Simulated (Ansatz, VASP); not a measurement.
# Zn: VASP beside Ansatz

Contents of INCAR:

```
SYSTEM = Zn
ALGO     = Normal         ! electronic algorithm
EDIFF    = 1E-7           ! SCF threshold, eV
EDIFFG   = -0.01          ! ionic threshold
ENCUT    = 600            ! plane-wave cutoff, eV
GGA      = PE             ! functional
IBRION   = 2              ! ionic algorithm
ISIF     = 3              ! what is computed and relaxed
ISMEAR   = 0              ! smearing method
LASPH    = .TRUE.         ! aspherical terms in the spheres
LCHARG   = .FALSE.        ! write CHGCAR
LREAL    = .FALSE.        ! projectors in reciprocal space
LWAVE    = .FALSE.        ! write WAVECAR
NELM     = 100            ! most SCF steps
NSW      = 65             ! ionic steps
PREC     = Accurate       ! precision mode
SIGMA    = 0.1            ! smearing width, eV
```

File KPOINTS:

```
k-points
0
G
  18 18 7
  0 0 0
```

Contents of POSCAR:

```
Zn
1.0
    2.6350410099      0.0000000000      0.0000000000
   -1.3175205050      2.2820124546      0.0000000000
    0.0000000000      0.0000000000      7.6379861892
Zn
3
Direct
    0.0000000000      0.0000000000      0.0000000000
    0.3333333333      0.6666666667      0.3333333333
    0.6666666667      0.3333333333      0.6666666667
```

Input for Ansatz:

```yaml
crystal:
  lattice:
    - [2.6350410099, 0.0, 0.0]
    - [-1.317520505, 2.2820124546, 0.0]
    - [0.0, 0.0, 7.6379861892]
  atoms:
    - { symbol: Zn, position: [0.0, 0.0, 0.0] }
    - { symbol: Zn, position: [0.3333333333, 0.6666666667, 0.3333333333] }
    - { symbol: Zn, position: [0.6666666667, 0.3333333333, 0.6666666667] }
basis:
  ecutwfc: 420
kpoints:
  mp_grid: { grid: [18, 18, 7] }
hamiltonian:
  xc: pbe
scf:
  occupations: { method: gaussian, width: 0.1 }
output:
  forces: true
  stress: true
  eigenvalues: true
  populations: true
relax:
  adjacent_minimum: "off"
  f_tol: 0.01
  max_steps: 45
  cell: { stress_tol: 0.05 }
```

Alike in both runs: task relaxation of cell and atoms; functional PBE; k mesh 18 × 18 × 7; occupations gaussian, width 0.1 eV; no spin polarisation.

|  | VASP | Ansatz |
| --- | --- | --- |
| version | VASP 6.6.1 | Ansatz 0.2.0 |
| potentials or method | VASP PAW PBE potentials, release 64 (Zn), cutoff 600 eV | scalar-relativistic, plane waves, PAW |
| valence electrons in the cell | 36 | 36 |

VASP gave:

- gap on the k mesh at the Fermi level, each at its own relaxed structure (eV): none
- relaxed volume (Å³/atom): 15.61
- relaxed cell length with the largest relative difference (Å): 2.631

Question: What did Ansatz give for the same quantities?

Answer: gap on the k mesh at the Fermi level, each at its own relaxed structure (eV): none; relaxed volume (Å³/atom): 15.55; relaxed cell length with the largest relative difference (Å): 2.626.

A gap of «none» marks a metal or a gap that the smearing closes.
